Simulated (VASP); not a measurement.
# NbH (I4/mmm) in VASP: notebook

NbH is run at these levels: r2SCAN; tasks: single point.

Everything below comes from runs of VASP 6.6.1. Logs are shortened: lines on timing, memory, paths and dates and some standing lists are left out, and cuts for length are marked.

### 1 The cell of the first run

It takes space group I4/mmm (No. 139, tetragonal). The conventional cell has a = 3.240 Å, b = 3.240 Å, c = 4.001 Å, α = 90.00°, β = 90.00°, γ = 90.00°. Within 2.7 Å of Nb (site symmetry 4/mmm) lie 6 H at 2.00 to 2.29 Å. H (site symmetry 4/mmm) has 6 Nb at 2.00 to 2.29 Å within 2.7 Å.

### 2 Single point, r2SCAN

File POSCAR:

```
NbH
1.0
   -1.6202452965      1.6202452965      2.0007009255
    1.6202452965     -1.6202452965      2.0007009255
    1.6202452965      1.6202452965     -2.0007009255
Nb H
1 1
Direct
    0.0000000000      0.0000000000      0.0000000000
    0.5000000000      0.5000000000      0.0000000000
```

File INCAR.step1:

```
PREC = Accurate
ENCUT = 520
ISMEAR = -1
SIGMA = 0.1
LREAL = F
LASPH = T
NELM = 100
NBANDS = 14
GGA = PE
ALGO = Normal
EDIFF = 1E-4
LWAVE = T
LCHARG = F
```

File INCAR.step2:

```
PREC = Accurate
ENCUT = 520
EDIFF = 1E-6
ISMEAR = -1
SIGMA = 0.1
LREAL = F
LASPH = T
NELM = 100
ALGO = Normal
ISIF = 2
LWAVE = F
LCHARG = F
METAGGA = R2SCAN
LMIXTAU = T
NBANDS = 14
ISTART = 1
```

File KPOINTS:

```
Automatic mesh
0
Gamma
  10 10 10
```

Potentials or basis: VASP PAW PBE potentials, release 64 (Nb_sv, H).

On the command line:

```console
cat potpaw_PBE.64/Nb_sv/POTCAR potpaw_PBE.64/H/POTCAR > POTCAR
cp INCAR.step1 INCAR
mpirun -np 1 vasp_std > vasp.out
cp INCAR.step2 INCAR
mpirun -np 1 vasp_std > vasp.out
```

OUTCAR:

```text
PREC = Accurate
   ENCUT = 520
   EDIFF = 1E-6
   ISMEAR = -1
   LREAL = F
   LASPH = T
   NELM = 100
   ISIF = 2
   METAGGA = R2SCAN
   ISTART = 1

 ion  position               nearest neighbor table
   1  0.000  0.000  0.000-
   2  0.500  0.500  0.000-

  LATTYP: Found a body centered tetragonal cell.
 ALAT       =     3.2404905930
 C/A-ratio  =     1.2348135988

  Lattice vectors:

 A1 = (  -1.6202452965,   1.6202452965,   2.0007009255)
 A2 = (   1.6202452965,  -1.6202452965,   2.0007009255)
 A3 = (   1.6202452965,   1.6202452965,  -2.0007009255)

Analysis of symmetry for initial positions (statically):
=====================================================================
 Subroutine PRICEL returns:
 Original cell was already a primitive cell.

 Routine SETGRP: Setting up the symmetry group for a
 body centered tetragonal supercell.

 Subroutine GETGRP returns: Found 16 space group operations
 (whereof 16 operations were pure point group operations)
 out of a pool of 16 trial point group operations.

The static configuration has the point symmetry D_4h.

Analysis of symmetry for dynamics (positions and initial velocities):
=====================================================================
 Subroutine PRICEL returns:
 Original cell was already a primitive cell.

 Routine SETGRP: Setting up the symmetry group for a
 body centered tetragonal supercell.

 Subroutine GETGRP returns: Found 16 space group operations
 (whereof 16 operations were pure point group operations)
 out of a pool of 16 trial point group operations.

The dynamic configuration has the point symmetry D_4h.

 Subroutine INISYM returns: Found 16 space group operations
 (whereof 16 operations are pure point group operations),
 and found     1 'primitive' translations

----------------------------------------------------------------------------------------

                                     Primitive cell

  volume of cell :      21.0089

  direct lattice vectors                    reciprocal lattice vectors
    -1.620245297  1.620245297  2.000700925     0.000000000  0.308595249  0.249912415
     1.620245297 -1.620245297  2.000700925     0.308595249  0.000000000  0.249912415
     1.620245297  1.620245297 -2.000700925     0.308595249  0.308595249  0.000000000

  length of vectors
     3.041906283  3.041906283  3.041906283     0.397098530  0.397098530  0.436419586

  position of ions in fractional coordinates (direct lattice)
     0.000000000  0.000000000  0.000000000
     0.500000000  0.500000000  0.000000000

  ion indices of the primitive-cell ions
   primitive index   ion index
                 1           1
                 2           2

----------------------------------------------------------------------------------------

 KPOINTS: Automatic mesh

Automatic generation of k-mesh.
 Grid dimensions read from file:
 generate k-points for:   10   10   10

 Generating k-lattice:

  Cartesian coordinates                     Fractional coordinates (reciprocal lattice)
     0.000000000  0.030859525  0.024991242     0.100000000  0.000000000 -0.000000000
     0.030859525  0.000000000  0.024991242     0.000000000  0.100000000 -0.000000000
     0.030859525  0.030859525  0.000000000     0.000000000  0.000000000  0.100000000

  Length of vectors
     0.039709853  0.039709853  0.043641959

  Shift w.r.t. Gamma in fractional coordinates (k-lattice)
     0.000000000  0.000000000  0.000000000

 Subroutine IBZKPT returns following result:
 ===========================================

 Found    102 irreducible k-points:

 Following reciprocal coordinates:
            Coordinates               Weight
  0.000000  0.000000  0.000000      1.000000
  0.100000  0.000000  0.000000      8.000000
  0.200000  0.000000  0.000000      8.000000
  0.300000  0.000000  0.000000      8.000000
  0.400000  0.000000  0.000000      8.000000
  0.500000 -0.000000  0.000000      4.000000
[... 16 lines left out ...]
  0.300000  0.300000  0.000000      8.000000
  0.400000  0.300000  0.000000     16.000000
 [... further k-points ...]
   k-points           NKPTS =    102   k-points in BZ     NKDIM =    102   number of bands    NBANDS=     14
   number of dos      NEDOS =    301   number of ions     NIONS =      2
   total plane-waves  NPLWV =  13824
   dimension x,y,z NGX =    24 NGY =   24 NGZ =   24
   dimension x,y,z NGXF=    48 NGYF=   48 NGZF=   48
   ions per type =               1   1
   NGX,Y,Z   is equivalent  to a cutoff of  13.12, 13.12, 13.12 a.u.
   NGXF,Y,Z  is equivalent  to a cutoff of  26.23, 26.23, 26.23 a.u.
 SYSTEM =  unknown system
   PREC   = accura    normal or accurate (medium, high low for compatibility)
   ISTART =      1    job   : 0-new  1-cont  2-samecut
   ICHARG =      0    charge: 1-file 2-atom 10-const
   ISPIN  =      1    spin polarized calculation?
   LNONCOLLINEAR =      F non collinear calculations
   LSORBIT =      F    spin-orbit coupling
   LASPH  =      T    aspherical Exc in radial PAW
   ENCUT  =  520.0 eV  38.22 Ry    6.18 a.u.   5.66  5.66  5.66*2*pi/ulx,y,z
   NELM   =    100;   NELMIN=  2; NELMDL=  0     # of ELM steps
   EDIFF  = 0.1E-05   stopping-criterion for ELM
   LREAL  =      F    real-space projection
   EDIFFG = 0.1E-04   stopping-criterion for IOM
   NSW    =      0    number of steps for IOM
   IBRION =     -1    ionic relax: 0-MD 1-quasi-New 2-CG
   NFREE  =      0    steps in history (QN), initial steepest desc. (CG)
   ISIF   =      2    stress and relaxation
   ISYM   =      2    0-nonsym 1-usesym 2-fastsym
   POTIM  = 0.5000    time-step for ionic-motion
   TEBEG  =    0.0;   TEEND  =   0.0 temperature during run
   PSTRESS=    0.0 pullay stress
   NELECT =      14.0000    total number of electrons
   NUPDOWN=      -1.0000    fix difference up-down
   EMIN   =  10.00;   EMAX   =-10.00  energy-range for DOS
   EFERMI =   0.00;   METHOD = LEGACY
   ISMEAR =    -1;   SIGMA  =   0.10  broadening in eV -4-tet -1-fermi 0-gaus
   EFERMI_NEDOS =   21; number of points for ismear=-14 and -15
   IALGO  =     38    algorithm
   IMIX   =      4    mixing-type and parameters
     AMIX     =   0.40;   BMIX     =  1.00
     AMIX_MAG =   1.60;   BMIX_MAG =  1.00
  volume/ion in A,a.u.               =      10.50        70.89
  Fermi-wavevector in a.u.,A,eV,Ry     =   1.429935  2.702185 27.820022  2.044714
  Thomas-Fermi vector in A             =   2.549835
   LORBIT       =      0    0 simple, 1 ext, 2 COOP (PROOUT), +10 PAW based schemes
   METAGGA = R2SCAN    functional components
   LHFCALC =     F    Hartree Fock is set to
   AEXX    =    0.0000 exact exchange contribution
   IVDW    =     0    specifies the selected vdW correction
   LEPSILON=     F    determine dielectric tensor
   LRPA    =     F    only Hartree local field effects (RPA)
 non-spin polarized calculation
  energy-cutoff  :      520.00
  volume of cell :       21.01
 maximum number of plane-waves:       580
   NGX = 11   NGY = 11   NGZ = 11

 number of electron      14.0000000 magnetization

 Free energy of the ion-electron system (eV)
  ---------------------------------------------------
  ext. energy  EPLUGINS =         0.00000000
  ---------------------------------------------------
  free energy    TOTEN  =       -28.63428259 eV

  energy without entropy =      -28.60519682  energy(sigma->0) =      -28.61973971

 E-fermi :  10.7884     XC(G=0): -13.3073

 val. band max:       10.7876848757   @ k =  -0.2000  -0.2000   0.2000
 cond. band min:      10.8008172963   @ k =  -0.1000   0.5000   0.1000
 fundamental gap:      0.0131324206
 Fermi energy:        10.7884399917

 k-point     1 :       0.0000    0.0000    0.0000
  band No.  band energies     occupation
      1     -46.3005      2.00000
      2     -21.1606      2.00000
      3     -21.1462      2.00000
      4     -21.1462      2.00000
      5       0.6656      2.00000
      6       9.9635      1.99948
      7       9.9635      1.99948
      8      11.4872      0.00184
      9      11.8015      0.00008
     10      12.8305      0.00000
     11      20.7441      0.00000
     12      22.4228      0.00000
     13      23.6403      0.00000
     14      23.6403      0.00000

 k-point     2 :       0.1000    0.0000    0.0000
  band No.  band energies     occupation
      1     -46.2869      2.00000
      2     -21.2515      2.00000
      3     -21.1659      2.00000
      4     -21.1573      2.00000
      5       0.9788      2.00000
      6       9.8568      1.99982
      7      10.0715      1.99846
      8      11.4026      0.00429
      9      11.7510      0.00013
     10      12.6698      0.00000
     11      19.5220      0.00000
     12      23.0683      0.00000
     13      24.2671      0.00000
     14      24.7177      0.00000

 k-point     3 :       0.2000    0.0000    0.0000
  band No.  band energies     occupation
      1     -46.2513      2.00000
      2     -21.5025      2.00000
      3     -21.2171      2.00000
      4     -21.1671      2.00000
      5       1.8466      2.00000
      6       9.2671      2.00000
      7      10.0404      1.99887
      8      11.3559      0.00684
      9      12.0742      0.00001
     10      12.6094      0.00000
     11      17.8060      0.00000
     12      24.4400      0.00000
     13      25.9511      0.00000
     14      26.5743      0.00000
[... 324 lines left out ...]
 k-point    23 :       0.3000    0.3000    0.0000
  band No.  band energies     occupation
      1     -46.1368      2.00000
      2     -21.8931      2.00000
      3     -21.6668      2.00000
      4     -21.2800      2.00000
      5       4.3862      2.00000
      6       7.8083      2.00000
      7       8.8734      2.00000
      8      11.7939      0.00009
      9      13.3338      0.00000
     10      15.6848      0.00000
     11      18.1645      0.00000
     12      20.9664      0.00000
     13      23.6440      0.00000
     14      27.6279      0.00000

 k-point    24 :       0.4000    0.3000    0.0000
  band No.  band energies     occupation
      1     -46.1308      2.00000
      2     -21.8772      2.00000
      3     -21.6935      2.00000
      4     -21.3151      2.00000
      5       3.8444      2.00000
      6       7.8076      2.00000
      7       9.4072      2.00000
      8      12.1751      0.00000
      9      14.0377      0.00000
     10      15.9618      0.00000
     11      18.3689      0.00000
     12      19.2976      0.00000
     13      24.3126      0.00000
     14      26.3128      0.00000

 [... further k-points ...]

------------------------ aborting loop because EDIFF is reached ----------------------------------------

  FORCE on cell =-STRESS in cart. coord.  units (eV):
  Direction    XX          YY          ZZ          XY          YZ          ZX
  --------------------------------------------------------------------------------------
  -------------------------------------------------------------------------------------
  Total       -1.0227885     -1.0227885     -1.2093427      0.0000000      0.0000000     -0.0000000
  in kB      -77.9996596    -77.9996596    -92.2266144      0.0000000      0.0000000     -0.0000000
  external PRESSURE =     -82.7419779 kB  Pullay stress =       0.0000000 kB

 VOLUME and BASIS-vectors are now :
 -----------------------------------------------------------------------------
  energy-cutoff  :      520.00
  volume of cell :       21.01
      direct lattice vectors                 reciprocal lattice vectors
    -1.620245297  1.620245297  2.000700925     0.000000000  0.308595249  0.249912415
     1.620245297 -1.620245297  2.000700925     0.308595249  0.000000000  0.249912415
     1.620245297  1.620245297 -2.000700925     0.308595249  0.308595249  0.000000000

 POSITION                                       TOTAL-FORCE (eV/Angst)
 -----------------------------------------------------------------------------------
      0.00000      0.00000      0.00000        -0.000000      0.000000     -0.000000
      0.00000      0.00000      2.00070         0.000000     -0.000000      0.000000
 -----------------------------------------------------------------------------------
    total drift:                               -0.000000      0.000000     -0.000000

  FREE ENERGIE OF THE ION-ELECTRON SYSTEM (eV)
  ---------------------------------------------------
  free  energy   TOTEN  =       -28.6342825935 eV

  energy  without entropy=      -28.6051968229  energy(sigma->0) =      -28.61973971
```

Run time: 64 s. Hardware: 1 thread of Intel Xeon Platinum 8488C (Sapphire Rapids), shared host; peak memory 0.16 GiB.

Results:

| Property | Result |
| --- | --- |
| Free energy | -28.6343 eV |
| Pressure | -8.3 GPa |
| Band gap on the k mesh | zero (bands 7 and 8 overlap by 3.86 eV) |

Stress tensor (GPa, compression positive):
```
-7.80  0.00  0.00
 0.00 -7.80  0.00
 0.00  0.00 -9.22
```

Caveat: the cell stands under tension; the PAW data sets were made with another functional, which shifts forces and pressure a little.

(Part 1 of 2 ends here.)

The gap in the log of VASP goes by the Fermi energy; the results here count the filled bands.